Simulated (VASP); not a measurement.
# Zn4Se3S (Cm) in VASP: single point with PBEsol

Aim: the single point of Zn4Se3S with PBEsol.

Everything below comes from runs of VASP 6.6.1. Logs are shortened: lines on timing, memory, paths and dates and some standing lists are left out, and cuts for length are marked.

## Step 1: The cell of the first run

The structure is monoclinic, space group Cm (No. 8). Conventional cell: a = 13.117 Å, b = 3.968 Å, c = 6.787 Å, α = 90.00°, β = 101.00°, γ = 90.00°. Zn (site symmetry m) has 1 S at 2.33 Å and 3 Se at 2.43 to 2.44 Å within 3.1 Å. Zn (site symmetry m) has 2 S at 2.36 Å and 2 Se at 2.44 to 2.46 Å within 3.1 Å. Within 3.2 Å of Zn (site symmetry m) lie 4 Se at 2.42 to 2.44 Å. Within 3.1 Å of Zn (site symmetry m) lie 1 S at 2.34 Å and 3 Se at 2.44 to 2.45 Å. Within 3.1 Å of S (site symmetry m) lie 4 Zn at 2.33 to 2.36 Å. Within 3.2 Å of Se (site symmetry m) lie 4 Zn at 2.43 to 2.44 Å. Within 3.2 Å of Se (site symmetry m) lie 4 Zn at 2.44 to 2.46 Å. Se (site symmetry m) has 4 Zn at 2.42 to 2.45 Å within 3.2 Å.

## Step 2: Single point, PBEsol

INCAR reads:

```
SYSTEM = Zn4Se3S
PREC = Accurate
ENCUT = 520
EDIFF = 1E-6
ISMEAR = 0
SIGMA = 0.02
LREAL = .False.
LASPH = .True.
NELM = 60
ALGO = Normal
ISIF = 2
LWAVE = .False.
LCHARG = .True.
GGA = PS
LELF = .True.
LVHAR = .True.
NBANDS = 46
```

KPOINTS reads:

```
regular mesh
0
Gamma
  8 8 4
  0 0 0
```

POSCAR reads:

```
Zn4Se3S
1.0
   -2.8060996072      2.8060996072      0.0000000000
   -2.8068721762     -5.6129717835      2.7514141955
    2.8071867933      2.8071867933      5.5045110355
Zn S Se
4 1 3
Direct
    0.0075789025      0.0151578050      0.0018972223
    0.7461038694      0.4922077388      0.2386595557
    0.4981384447     -0.0037231106      0.4997056305
    0.2482572260      0.4965144520      0.7600115377
    0.1883781087      0.3767562174      0.0636412572
    0.9357677069      0.8715354138      0.3078049240
    0.6873841911      0.3747683821      0.5618953829
    0.4383915509      0.8767831017      0.8163844895
```

Potentials or basis: VASP PAW PBE potentials, release 64 (Zn, S, Se).

The run is started by

```sh
cat potpaw_PBE.64/Zn/POTCAR potpaw_PBE.64/S/POTCAR potpaw_PBE.64/Se/POTCAR > POTCAR
mpirun -np 1 vasp_std > vasp.out
```

OUTCAR:

```text
SYSTEM = Zn4Se3S
   PREC = Accurate
   ENCUT = 520
   EDIFF = 1E-6
   ISMEAR = 0
   LREAL = .False.
   LASPH = .True.
   NELM = 60
   ISIF = 2
   GGA = PS

 ion  position               nearest neighbor table
   1  0.008  0.015  0.002-   5 2.33   8 2.43   8 2.43   6 2.44
   2  0.746  0.492  0.239-   5 2.36   5 2.36   6 2.44   7 2.46
   3  0.498  0.996  0.500-   8 2.42   6 2.43   6 2.43   7 2.44
   4  0.248  0.497  0.760-   5 2.34   7 2.44   7 2.44   8 2.45
   5  0.188  0.377  0.064-   1 2.33   4 2.34   2 2.36   2 2.36
   6  0.936  0.872  0.308-   3 2.43   3 2.43   1 2.44   2 2.44
   7  0.687  0.375  0.562-   3 2.44   4 2.44   4 2.44   2 2.46
   8  0.438  0.877  0.816-   3 2.42   1 2.43   1 2.43   4 2.45

  LATTYP: Found a base centered monoclinic cell.
 ALAT       =    13.1174946126
 B/A-ratio  =     0.3025291215
 C/A-ratio  =     0.5173830423
 COS(beta)  =    -0.1907519443

  Lattice vectors:

 A1 = (  -5.6129717834,  -2.8068721763,   2.7514141955)
 A2 = (  -2.8068721762,  -5.6129717835,   2.7514141955)
 A3 = (   2.8071867933,   2.8071867933,   5.5045110355)

Analysis of symmetry for initial positions (statically):
=====================================================================
 Subroutine PRICEL returns:
 Original cell was already a primitive cell.

 Routine SETGRP: Setting up the symmetry group for a
 base centered monoclinic supercell.

 Subroutine GETGRP returns: Found  2 space group operations
 (whereof  2 operations were pure point group operations)
 out of a pool of  4 trial point group operations.

The static configuration has the point symmetry C_1h.

Analysis of symmetry for dynamics (positions and initial velocities):
=====================================================================
 Subroutine PRICEL returns:
 Original cell was already a primitive cell.

 Routine SETGRP: Setting up the symmetry group for a
 base centered monoclinic supercell.

 Subroutine GETGRP returns: Found  2 space group operations
 (whereof  2 operations were pure point group operations)
 out of a pool of  4 trial point group operations.

The dynamic configuration has the point symmetry C_1h.

 Subroutine INISYM returns: Found  2 space group operations
 (whereof  2 operations are pure point group operations),
 and found     1 'primitive' translations

----------------------------------------------------------------------------------------

                                     Primitive cell

  volume of cell :     173.4018

  direct lattice vectors                    reciprocal lattice vectors
    -2.806099607  2.806099607  0.000000000    -0.222722046  0.133644492  0.045427710
    -2.806872176 -5.612971783  2.751414196    -0.089077554 -0.089077554  0.090855421
     2.807186793  2.807186793  5.504511036     0.044525162  0.044525162  0.136255355

  length of vectors
     3.968424122  6.852318128  6.786769270     0.263684730  0.155320085  0.150101639

  position of ions in fractional coordinates (direct lattice)
     0.007578903  0.015157805  0.001897222
     0.746103869  0.492207739  0.238659556
     0.498138445  0.996276889  0.499705631
     0.248257226  0.496514452  0.760011538
     0.188378109  0.376756217  0.063641257
     0.935767707  0.871535414  0.307804924
     0.687384191  0.374768382  0.561895383
     0.438391551  0.876783102  0.816384490

  ion indices of the primitive-cell ions
   primitive index   ion index
                 1           1
                 2           2
                 3           3
                 4           4
                 5           5
                 6           6
                 7           7
                 8           8

----------------------------------------------------------------------------------------

 KPOINTS: regular mesh

Automatic generation of k-mesh.
 Grid dimensions read from file:
 generate k-points for:    8    8    4

 Generating k-lattice:

  Cartesian coordinates                     Fractional coordinates (reciprocal lattice)
    -0.027840256  0.016705561  0.005678464     0.125000000 -0.000000000  0.000000000
    -0.011134694 -0.011134694  0.011356928     0.000000000  0.125000000 -0.000000000
     0.011131291  0.011131291  0.034063839     0.000000000 -0.000000000  0.250000000

  Length of vectors
     0.032960591  0.019415011  0.037525410

  Shift w.r.t. Gamma in fractional coordinates (k-lattice)
     0.000000000  0.000000000  0.000000000

 Subroutine IBZKPT returns following result:
 ===========================================

 Found     78 irreducible k-points:

 Following reciprocal coordinates:
            Coordinates               Weight
  0.000000  0.000000  0.000000      1.000000
  0.125000  0.000000  0.000000      4.000000
  0.250000  0.000000  0.000000      4.000000
  0.375000  0.000000  0.000000      4.000000
  0.500000  0.000000  0.000000      2.000000
  0.000000  0.125000 -0.000000      2.000000
[... 16 lines left out ...]
  0.125000  0.000000  0.250000      4.000000
  0.250000  0.000000  0.250000      4.000000
 [... further k-points ...]
   k-points           NKPTS =     78   k-points in BZ     NKDIM =     78   number of bands    NBANDS=     46
   number of dos      NEDOS =    301   number of ions     NIONS =      8
   total plane-waves  NPLWV =  81000
   dimension x,y,z NGX =    30 NGY =   54 NGZ =   50
   dimension x,y,z NGXF=    60 NGYF=  108 NGZF=  100
   ions per type =               4   1   3
   NGX,Y,Z   is equivalent  to a cutoff of  12.57, 13.10, 12.25 a.u.
   NGXF,Y,Z  is equivalent  to a cutoff of  25.14, 26.20, 24.50 a.u.
 SYSTEM =  Zn4Se3S
   PREC   = accura    normal or accurate (medium, high low for compatibility)
   ISTART =      0    job   : 0-new  1-cont  2-samecut
   ICHARG =      2    charge: 1-file 2-atom 10-const
   ISPIN  =      1    spin polarized calculation?
   LNONCOLLINEAR =      F non collinear calculations
   LSORBIT =      F    spin-orbit coupling
   LASPH  =      T    aspherical Exc in radial PAW
   ENCUT  =  520.0 eV  38.22 Ry    6.18 a.u.   7.38 12.74 12.62*2*pi/ulx,y,z
   NELM   =     60;   NELMIN=  2; NELMDL= -5     # of ELM steps
   EDIFF  = 0.1E-05   stopping-criterion for ELM
   LREAL  =      F    real-space projection
   EDIFFG = 0.1E-04   stopping-criterion for IOM
   NSW    =      0    number of steps for IOM
   IBRION =     -1    ionic relax: 0-MD 1-quasi-New 2-CG
   NFREE  =      0    steps in history (QN), initial steepest desc. (CG)
   ISIF   =      2    stress and relaxation
   ISYM   =      2    0-nonsym 1-usesym 2-fastsym
   POTIM  = 0.5000    time-step for ionic-motion
   TEBEG  =    0.0;   TEEND  =   0.0 temperature during run
   PSTRESS=    0.0 pullay stress
   NELECT =      72.0000    total number of electrons
   NUPDOWN=      -1.0000    fix difference up-down
   EMIN   =  10.00;   EMAX   =-10.00  energy-range for DOS
   EFERMI =   0.00;   METHOD = LEGACY
   ISMEAR =     0;   SIGMA  =   0.02  broadening in eV -4-tet -1-fermi 0-gaus
   EFERMI_NEDOS =   21; number of points for ismear=-14 and -15
   IALGO  =     38    algorithm
   IMIX   =      4    mixing-type and parameters
     AMIX     =   0.40;   BMIX     =  1.00
     AMIX_MAG =   1.60;   BMIX_MAG =  1.00
  volume/ion in A,a.u.               =      21.68       146.27
  Fermi-wavevector in a.u.,A,eV,Ry     =   1.221334  2.307987 20.295225  1.491657
  Thomas-Fermi vector in A             =   2.356520
   LORBIT       =      0    0 simple, 1 ext, 2 COOP (PROOUT), +10 PAW based schemes
   GGA     = PS    functional components
   LHFCALC =     F    Hartree Fock is set to
   AEXX    =    0.0000 exact exchange contribution
   IVDW    =     0    specifies the selected vdW correction
   LEPSILON=     F    determine dielectric tensor
   LRPA    =     F    only Hartree local field effects (RPA)
 non-spin polarized calculation
 Gauss-broadening in eV      SIGMA  =   0.02
  energy-cutoff  :      520.00
  volume of cell :      173.40
 maximum number of plane-waves:      4693
 NGX is ok and might be reduce to    30
   NGX = 15   NGY = 25   NGZ = 25

 number of electron      72.0000036 magnetization

 Free energy of the ion-electron system (eV)
  ---------------------------------------------------
  ext. energy  EPLUGINS =         0.00000000
  ---------------------------------------------------
  free energy    TOTEN  =       -27.85325505 eV

  energy without entropy =      -27.85325505  energy(sigma->0) =      -27.85325505

 E-fermi :   1.9426     XC(G=0):  -9.6702

 val. band max:        1.8038988914   @ k =   0.0000   0.0000   0.0000
 cond. band min:       3.1237971970   @ k =   0.0000   0.0000   0.0000
 fundamental gap:      1.3198983056
 Fermi energy:         1.9426470395

 k-point     1 :       0.0000    0.0000    0.0000
  band No.  band energies     occupation
      1     -11.6125      2.00000
      2     -10.7577      2.00000
      3     -10.6266      2.00000
      4     -10.5841      2.00000
      5      -4.8783      2.00000
      6      -4.8704      2.00000
[... 38 lines left out ...]
     45       7.6416      0.00000
     46       8.0849      0.00000

 k-point     2 :       0.1250    0.0000    0.0000
  band No.  band energies     occupation
      1     -11.5334      2.00000
      2     -10.7287      2.00000
      3     -10.6170      2.00000
      4     -10.5505      2.00000
      5      -4.8784      2.00000
      6      -4.8484      2.00000
[... 38 lines left out ...]
     45       7.8303      0.00000
     46       7.9410      0.00000

 k-point     3 :       0.2500    0.0000    0.0000
  band No.  band energies     occupation
      1     -11.3155      2.00000
      2     -10.6561      2.00000
      3     -10.5733      2.00000
      4     -10.5081      2.00000
      5      -4.8634      2.00000
      6      -4.8238      2.00000
[... 38 lines left out ...]
     45       8.3507      0.00000
     46       8.4166      0.00000

 k-point     4 :       0.3750    0.0000    0.0000
  band No.  band energies     occupation
      1     -11.0188      2.00000
      2     -10.5943      2.00000
      3     -10.5386      2.00000
      4     -10.5076      2.00000
      5      -4.8208      2.00000
      6      -4.7985      2.00000
[... 920 lines left out ...]
     45       7.9915      0.00000
     46       8.0140      0.00000

 k-point    23 :       0.1250    0.0000    0.2500
  band No.  band energies     occupation
      1     -11.4276      2.00000
      2     -10.8693      2.00000
      3     -10.6898      2.00000
      4     -10.4737      2.00000
      5      -4.8703      2.00000
      6      -4.8447      2.00000
[... 38 lines left out ...]
     45       8.0236      0.00000
     46       8.2105      0.00000

 k-point    24 :       0.2500    0.0000    0.2500
  band No.  band energies     occupation
      1     -11.2220      2.00000
      2     -10.7770      2.00000
      3     -10.6244      2.00000
      4     -10.4473      2.00000
      5      -4.8456      2.00000
      6      -4.8140      2.00000
[... 38 lines left out ...]
     45       8.2839      0.00000
     46       8.3650      0.00000

 [... further k-points ...]
[... 5 lines left out ...]
  --------------------------------------------------------------------------------------
  -------------------------------------------------------------------------------------
  Total       -0.4981103     -0.4981103      0.2577850     -0.0005096     -0.0003897     -0.0003897
  in kB       -4.6023805     -4.6023805      2.3818518     -0.0047087     -0.0036011     -0.0036009
  external PRESSURE =      -2.2743031 kB  Pullay stress =       0.0000000 kB

 VOLUME and BASIS-vectors are now :
 -----------------------------------------------------------------------------
  energy-cutoff  :      520.00
  volume of cell :      173.40
      direct lattice vectors                 reciprocal lattice vectors
    -2.806099607  2.806099607  0.000000000    -0.222722046  0.133644492  0.045427710
    -2.806872176 -5.612971783  2.751414196    -0.089077554 -0.089077554  0.090855421
     2.807186793  2.807186793  5.504511036     0.044525162  0.044525162  0.136255355

 POSITION                                       TOTAL-FORCE (eV/Angst)
 -----------------------------------------------------------------------------------
     -0.05849     -0.05849      0.05215        -0.002475     -0.002475      0.001594
     -2.80524      0.00086      2.66797         0.001391      0.001391     -0.002890
     -2.79148     -2.79148      5.49181        -0.000420     -0.000420     -0.000217
      0.04321      0.04321      5.54961         0.001521      0.001521      0.002991
     -1.40746     -1.40746      1.38693        -0.000449     -0.000449      0.002373
     -4.20808     -1.40198      4.09227         0.000436      0.000436     -0.002356
     -1.40345      1.40265      4.12410        -0.001836     -0.001836     -0.000829
     -1.39944     -1.39944      6.90619         0.001833      0.001833     -0.000665
 -----------------------------------------------------------------------------------
    total drift:                                0.000524     -0.000055      0.000229

  FREE ENERGIE OF THE ION-ELECTRON SYSTEM (eV)
  ---------------------------------------------------
  free  energy   TOTEN  =       -27.8532550454 eV

  energy  without entropy=      -27.8532550454  energy(sigma->0) =      -27.85325505
```

It took 11 min on 1 thread of Intel Xeon Platinum 8488C (Sapphire Rapids), shared host; peak memory 0.61 GiB.

Results:

- Free energy: -27.8533 eV
- Pressure: -0.2 GPa
- Largest force: 0.004 eV/Å
- Band gap on the k mesh: 1.32 eV

Forces on the atoms (eV/Å):
```
Zn  -0.002 -0.002  0.002
Zn   0.001  0.001 -0.003
Zn   0.000  0.000  0.000
Zn   0.002  0.002  0.003
S    0.000  0.000  0.002
Se   0.000  0.000 -0.002
Se  -0.002 -0.002 -0.001
Se   0.002  0.002 -0.001
```

Stress tensor (GPa, compression positive):
```
-0.46  0.00  0.00
 0.00 -0.46  0.00
 0.00  0.00  0.24
```

Caveat: the PAW data sets were made with another functional, which shifts forces and pressure a little.
